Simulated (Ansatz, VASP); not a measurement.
**WC: VASP beside Ansatz**

```
W C
1.0
     2.88428    0.00000    0.00000
    -1.44214    2.49786    0.00000
     0.00000    0.00000    2.81210
W C
1 1
Direct
  0.00000 0.00000 0.00000
  0.66667 0.33333 0.50000
```

Alike in both runs: functional LDA; k mesh 15 × 15 × 12; occupations gaussian, width 0.1 eV; no spin polarisation.

Ansatz relaxed the structure, and its values are those at the end. VASP's run is a single point on that final structure, the one shown.

```csv
,VASP,Ansatz
version,VASP 6.6.1,Ansatz 0.2.0
potentials or method,"VASP PAW LDA potentials, release 64 (W_sv, C), cutoff 520 eV","scalar-relativistic, plane waves, PAW"
valence electrons in the cell,18,18
```

```csv
,VASP,Ansatz,Ansatz less VASP
gap on the k mesh at the Fermi level (eV),none,none,-
pressure (GPa),2.6,0.0,-2.57
```

Ansatz warns that its potentials were made for another functional, while VASP's fit it. LDA's correlation is that of Perdew and Zunger in VASP and of Perdew and Wang (1992) in Ansatz. A gap of «none» marks a metal or a gap that the smearing closes.

Neither program's run includes spin-orbit coupling.
